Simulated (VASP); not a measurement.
# VGe (zincblende type) (F-43m) in VASP: a series of runs

Runs on VGe (zincblende type). Level: PBE. Tasks: single point, relaxation of cell and atoms.

Everything below comes from runs of VASP 6.6.1. Logs are shortened: lines on timing, memory, paths and dates and some standing lists are left out, and cuts for length are marked.

## Step 1: The cell of the first run

The structure is cubic, space group F-43m (No. 216). The conventional cell has a = 5.211 Å, b = 5.211 Å, c = 5.211 Å, α = 90.00°, β = 90.00°, γ = 90.00°. V (site symmetry -43m) has 4 Ge at 2.26 Å within 3.0 Å. Within 3.0 Å of Ge (site symmetry -43m) lie 4 V at 2.26 Å.

## Step 2: Single point, PBE (17.69 Å³/atom)

The input, INCAR:

```
PREC = Accurate ; ENCUT = 520
EDIFF = 1E-7 ; ISMEAR = -1
SIGMA = 0.05 ; LREAL = F
LASPH = T ; NELM = 80
ALGO = Normal ; ISIF = 2
LWAVE = F ; LCHARG = T
GGA = PE ; LELF = T
LVHAR = T ; NBANDS = 20
```

The input, KPOINTS:

```
Automatic mesh
0
Gamma
  13 13 13
```

The input, POSCAR:

```
VGe
1.0
    0.0000000000      2.6055852866      2.6055852866
    2.6055852866      0.0000000000      2.6055852866
    2.6055852866      2.6055852866      0.0000000000
V Ge
1 1
Direct
    0.0000000000      0.0000000000      0.0000000000
    0.2500000000      0.2500000000      0.2500000000
```

Potentials or basis: VASP PAW PBE potentials, release 64 (V_sv, Ge_d).

On the command line:

```sh
> cat potpaw_PBE.64/V_sv/POTCAR potpaw_PBE.64/Ge_d/POTCAR > POTCAR
> mpirun -np 1 vasp_std > vasp.out
```

OUTCAR:

```text
PREC = Accurate
   ENCUT = 520
   EDIFF = 1E-7
   ISMEAR = -1
   LREAL = F
   LASPH = T
   NELM = 80
   ISIF = 2
   GGA = PE

 ion  position               nearest neighbor table
   1  0.000  0.000  0.000-   2 2.26   2 2.26   2 2.26   2 2.26
   2  0.250  0.250  0.250-   1 2.26   1 2.26   1 2.26   1 2.26

  LATTYP: Found a face centered cubic cell.
 ALAT       =     5.2111705732

  Lattice vectors:

 A1 = (   0.0000000000,   2.6055852866,   2.6055852866)
 A2 = (   2.6055852866,   0.0000000000,   2.6055852866)
 A3 = (   2.6055852866,   2.6055852866,   0.0000000000)

Analysis of symmetry for initial positions (statically):
=====================================================================
 Subroutine PRICEL returns:
 Original cell was already a primitive cell.

 Routine SETGRP: Setting up the symmetry group for a
 face centered cubic supercell.

 Subroutine GETGRP returns: Found 24 space group operations
 (whereof 24 operations were pure point group operations)
 out of a pool of 48 trial point group operations.

The static configuration has the point symmetry T_d .

Analysis of symmetry for dynamics (positions and initial velocities):
=====================================================================
 Subroutine PRICEL returns:
 Original cell was already a primitive cell.

 Routine SETGRP: Setting up the symmetry group for a
 face centered cubic supercell.

 Subroutine GETGRP returns: Found 24 space group operations
 (whereof 24 operations were pure point group operations)
 out of a pool of 48 trial point group operations.

The dynamic configuration has the point symmetry T_d .

 Subroutine INISYM returns: Found 24 space group operations
 (whereof 24 operations are pure point group operations),
 and found     1 'primitive' translations

----------------------------------------------------------------------------------------

                                     Primitive cell

  volume of cell :      35.3790

  direct lattice vectors                    reciprocal lattice vectors
     0.000000000  2.605585287  2.605585287    -0.191895465  0.191895465  0.191895465
     2.605585287  0.000000000  2.605585287     0.191895465 -0.191895465  0.191895465
     2.605585287  2.605585287  0.000000000     0.191895465  0.191895465 -0.191895465

  length of vectors
     3.684854050  3.684854050  3.684854050     0.332372695  0.332372695  0.332372695

  position of ions in fractional coordinates (direct lattice)
     0.000000000  0.000000000  0.000000000
     0.250000000  0.250000000  0.250000000

  ion indices of the primitive-cell ions
   primitive index   ion index
                 1           1
                 2           2

----------------------------------------------------------------------------------------

 KPOINTS: Automatic mesh

Automatic generation of k-mesh.
 Grid dimensions read from file:
 generate k-points for:   13   13   13

 Generating k-lattice:

  Cartesian coordinates                     Fractional coordinates (reciprocal lattice)
    -0.014761190  0.014761190  0.014761190     0.076923077  0.000000000  0.000000000
     0.014761190 -0.014761190  0.014761190     0.000000000  0.076923077  0.000000000
     0.014761190  0.014761190 -0.014761190     0.000000000  0.000000000  0.076923077

  Length of vectors
     0.025567130  0.025567130  0.025567130

  Shift w.r.t. Gamma in fractional coordinates (k-lattice)
     0.000000000  0.000000000  0.000000000

 Subroutine IBZKPT returns following result:
 ===========================================

 Found     84 irreducible k-points:

 Following reciprocal coordinates:
            Coordinates               Weight
  0.000000  0.000000  0.000000      1.000000
  0.076923  0.000000  0.000000      8.000000
  0.153846  0.000000  0.000000      8.000000
  0.230769  0.000000  0.000000      8.000000
  0.307692  0.000000  0.000000      8.000000
  0.384615  0.000000  0.000000      8.000000
[... 16 lines left out ...]
  0.384615  0.153846  0.000000     24.000000
  0.461538  0.153846  0.000000     24.000000
 [... further k-points ...]
   k-points           NKPTS =     84   k-points in BZ     NKDIM =     84   number of bands    NBANDS=     20
   number of dos      NEDOS =    301   number of ions     NIONS =      2
   total plane-waves  NPLWV =  21952
   dimension x,y,z NGX =    28 NGY =   28 NGZ =   28
   dimension x,y,z NGXF=    56 NGYF=   56 NGZF=   56
   ions per type =               1   1
   NGX,Y,Z   is equivalent  to a cutoff of  12.63, 12.63, 12.63 a.u.
   NGXF,Y,Z  is equivalent  to a cutoff of  25.26, 25.26, 25.26 a.u.
 SYSTEM =  unknown system
   PREC   = accura    normal or accurate (medium, high low for compatibility)
   ISTART =      0    job   : 0-new  1-cont  2-samecut
   ICHARG =      2    charge: 1-file 2-atom 10-const
   ISPIN  =      1    spin polarized calculation?
   LNONCOLLINEAR =      F non collinear calculations
   LSORBIT =      F    spin-orbit coupling
   LASPH  =      T    aspherical Exc in radial PAW
   ENCUT  =  520.0 eV  38.22 Ry    6.18 a.u.   6.85  6.85  6.85*2*pi/ulx,y,z
   NELM   =     80;   NELMIN=  2; NELMDL= -5     # of ELM steps
   EDIFF  = 0.1E-06   stopping-criterion for ELM
   LREAL  =      F    real-space projection
   EDIFFG = 0.1E-05   stopping-criterion for IOM
   NSW    =      0    number of steps for IOM
   IBRION =     -1    ionic relax: 0-MD 1-quasi-New 2-CG
   NFREE  =      0    steps in history (QN), initial steepest desc. (CG)
   ISIF   =      2    stress and relaxation
   ISYM   =      2    0-nonsym 1-usesym 2-fastsym
   POTIM  = 0.5000    time-step for ionic-motion
   TEBEG  =    0.0;   TEEND  =   0.0 temperature during run
   PSTRESS=    0.0 pullay stress
   NELECT =      27.0000    total number of electrons
   NUPDOWN=      -1.0000    fix difference up-down
   EMIN   =  10.00;   EMAX   =-10.00  energy-range for DOS
   EFERMI =   0.00;   METHOD = LEGACY
   ISMEAR =    -1;   SIGMA  =   0.05  broadening in eV -4-tet -1-fermi 0-gaus
   EFERMI_NEDOS =   21; number of points for ismear=-14 and -15
   IALGO  =     38    algorithm
   IMIX   =      4    mixing-type and parameters
     AMIX     =   0.40;   BMIX     =  1.00
     AMIX_MAG =   1.60;   BMIX_MAG =  1.00
  volume/ion in A,a.u.               =      17.69       119.37
  Fermi-wavevector in a.u.,A,eV,Ry     =   1.496055  2.827133 30.452281  2.238180
  Thomas-Fermi vector in A             =   2.608120
   LORBIT       =      0    0 simple, 1 ext, 2 COOP (PROOUT), +10 PAW based schemes
   GGA     = PE    functional components
   LHFCALC =     F    Hartree Fock is set to
   AEXX    =    0.0000 exact exchange contribution
   IVDW    =     0    specifies the selected vdW correction
   LEPSILON=     F    determine dielectric tensor
   LRPA    =     F    only Hartree local field effects (RPA)
 non-spin polarized calculation
  energy-cutoff  :      520.00
  volume of cell :       35.38
 maximum number of plane-waves:       969
   NGX = 13   NGY = 13   NGZ = 13

 number of electron      27.0000012 magnetization

 Free energy of the ion-electron system (eV)
  ---------------------------------------------------
  ext. energy  EPLUGINS =         0.00000000
  ---------------------------------------------------
  free energy    TOTEN  =       -11.03833543 eV

  energy without entropy =      -11.01725910  energy(sigma->0) =      -11.02779726

 E-fermi :   6.4875     XC(G=0): -11.2029

 val. band max:        6.4868814559   @ k =  -0.4615   0.3077   0.1538
 cond. band min:       6.5024440230   @ k =   0.3077   0.1538   0.0769
 fundamental gap:      0.0155625671
 Fermi energy:         6.4874927434

 k-point     1 :       0.0000    0.0000    0.0000
  band No.  band energies     occupation
      1     -57.6395      2.00000
      2     -31.5522      2.00000
      3     -31.5522      2.00000
      4     -31.5522      2.00000
      5     -17.1017      2.00000
      6     -17.1017      2.00000
[... 12 lines left out ...]
     19      14.1710      0.00000
     20      16.1779      0.00000

 k-point     2 :       0.0769    0.0000    0.0000
  band No.  band energies     occupation
      1     -57.6393      2.00000
      2     -31.5543      2.00000
      3     -31.5525      2.00000
      4     -31.5525      2.00000
      5     -17.1029      2.00000
      6     -17.1023      2.00000
[... 12 lines left out ...]
     19      14.1175      0.00000
     20      16.4206      0.00000

 k-point     3 :       0.1538    0.0000    0.0000
  band No.  band energies     occupation
      1     -57.6389      2.00000
      2     -31.5600      2.00000
      3     -31.5532      2.00000
      4     -31.5532      2.00000
      5     -17.1064      2.00000
      6     -17.1038      2.00000
[... 12 lines left out ...]
     19      14.3405      0.00000
     20      16.6781      0.00000

 k-point     4 :       0.2308    0.0000    0.0000
  band No.  band energies     occupation
      1     -57.6382      2.00000
      2     -31.5680      2.00000
      3     -31.5541      2.00000
      4     -31.5541      2.00000
      5     -17.1114      2.00000
      6     -17.1050      2.00000
[... 12 lines left out ...]
     19      14.4677      0.00000
     20      16.9491      0.00000

 k-point     5 :       0.3077    0.0000    0.0000
  band No.  band energies     occupation
      1     -57.6374      2.00000
      2     -31.5765      2.00000
      3     -31.5551      2.00000
      4     -31.5551      2.00000
      5     -17.1168      2.00000
      6     -17.1055      2.00000
[... 12 lines left out ...]
     19      14.3306      0.00000
     20      17.0930      0.00000

 k-point     6 :       0.3846    0.0000    0.0000
  band No.  band energies     occupation
      1     -57.6368      2.00000
      2     -31.5835      2.00000
      3     -31.5560      2.00000
      4     -31.5560      2.00000
      5     -17.1213      2.00000
      6     -17.1055      2.00000
[... 12 lines left out ...]
     19      14.1154      0.00000
     20      16.9525      0.00000

 k-point     7 :       0.4615    0.0000    0.0000
  band No.  band energies     occupation
      1     -57.6365      2.00000
      2     -31.5874      2.00000
      3     -31.5565      2.00000
      4     -31.5565      2.00000
      5     -17.1239      2.00000
      6     -17.1053      2.00000
[... 12 lines left out ...]
     19      13.9785      0.00000
     20      16.8636      0.00000
[... 277 lines left out ...]
 k-point    20 :       0.1538    0.1538    0.0000
  band No.  band energies     occupation
      1     -57.6386      2.00000
      2     -31.5602      2.00000
      3     -31.5547      2.00000
      4     -31.5547      2.00000
      5     -17.1109      2.00000
      6     -17.1026      2.00000
[... 12 lines left out ...]
     19      14.6371      0.00000
     20      15.5052      0.00000

 k-point    21 :       0.2308    0.1538    0.0000
  band No.  band energies     occupation
      1     -57.6381      2.00000
      2     -31.5654      2.00000
      3     -31.5558      2.00000
      4     -31.5557      2.00000
      5     -17.1143      2.00000
      6     -17.1041      2.00000
[... 12 lines left out ...]
     19      14.5749      0.00000
     20      15.6122      0.00000

 k-point    22 :       0.3077    0.1538    0.0000
  band No.  band energies     occupation
      1     -57.6374      2.00000
      2     -31.5723      2.00000
      3     -31.5571      2.00000
      4     -31.5569      2.00000
      5     -17.1172      2.00000
      6     -17.1070      2.00000
[... 12 lines left out ...]
     19      14.6104      0.00000
     20      16.1965      0.00000

 k-point    23 :       0.3846    0.1538    0.0000
  band No.  band energies     occupation
      1     -57.6368      2.00000
      2     -31.5788      2.00000
      3     -31.5588      2.00000
      4     -31.5577      2.00000
      5     -17.1198      2.00000
      6     -17.1096      2.00000
[... 12 lines left out ...]
     19      14.4317      0.00000
     20      16.9726      0.00000

 k-point    24 :       0.4615    0.1538    0.0000
  band No.  band energies     occupation
      1     -57.6363      2.00000
      2     -31.5835      2.00000
      3     -31.5605      2.00000
      4     -31.5580      2.00000
      5     -17.1221      2.00000
      6     -17.1106      2.00000
[... 12 lines left out ...]
     19      14.2602      0.00000
     20      17.2338      0.00000

 [... further k-points ...]

------------------------ aborting loop because EDIFF is reached ----------------------------------------

  FORCE on cell =-STRESS in cart. coord.  units (eV):
  Direction    XX          YY          ZZ          XY          YZ          ZX
  --------------------------------------------------------------------------------------
  -------------------------------------------------------------------------------------
  Total        5.8366594      5.8366594      5.8366594      0.0000000      0.0000000      0.0000000
  in kB      264.3194126    264.3194126    264.3194126      0.0000000      0.0000000      0.0000000
  external PRESSURE =     264.3194126 kB  Pullay stress =       0.0000000 kB

 VOLUME and BASIS-vectors are now :
 -----------------------------------------------------------------------------
  energy-cutoff  :      520.00
  volume of cell :       35.38
      direct lattice vectors                 reciprocal lattice vectors
     0.000000000  2.605585287  2.605585287    -0.191895465  0.191895465  0.191895465
     2.605585287  0.000000000  2.605585287     0.191895465 -0.191895465  0.191895465
     2.605585287  2.605585287  0.000000000     0.191895465  0.191895465 -0.191895465

 POSITION                                       TOTAL-FORCE (eV/Angst)
 -----------------------------------------------------------------------------------
      0.00000      0.00000      0.00000         0.000000     -0.000000      0.000000
      1.30279      1.30279      1.30279        -0.000000      0.000000     -0.000000
 -----------------------------------------------------------------------------------
    total drift:                                0.000000      0.000000      0.000000

  FREE ENERGIE OF THE ION-ELECTRON SYSTEM (eV)
  ---------------------------------------------------
  free  energy   TOTEN  =       -11.0383354294 eV

  energy  without entropy=      -11.0172590990  energy(sigma->0) =      -11.02779726
```

Wall time 82 s (1 thread of Intel Xeon Platinum 8488C (Sapphire Rapids), shared host); peak memory 0.19 GiB.

What came out:

```
Free energy            : -11.0383 eV
Pressure               : 26.4 GPa
Band gap on the k mesh : zero (an odd number of electrons rules out a gap without spin polarisation)
```

Levels at points of the mesh, in eV from the Fermi level:
| k point | band 10 | band 11 | band 12 | band 13 | band 14 | band 15 | band 16 | band 17 |
| --- | --- | --- | --- | --- | --- | --- | --- | --- |
| (0.00, 0.00, 0.00) | -10.35 | -1.97 | -1.97 | -1.97 | 0.33 | 0.33 | 6.93 | 7.68 |

Caveat: the cell stands under pressure.

(Part 1 of 3 ends here.)
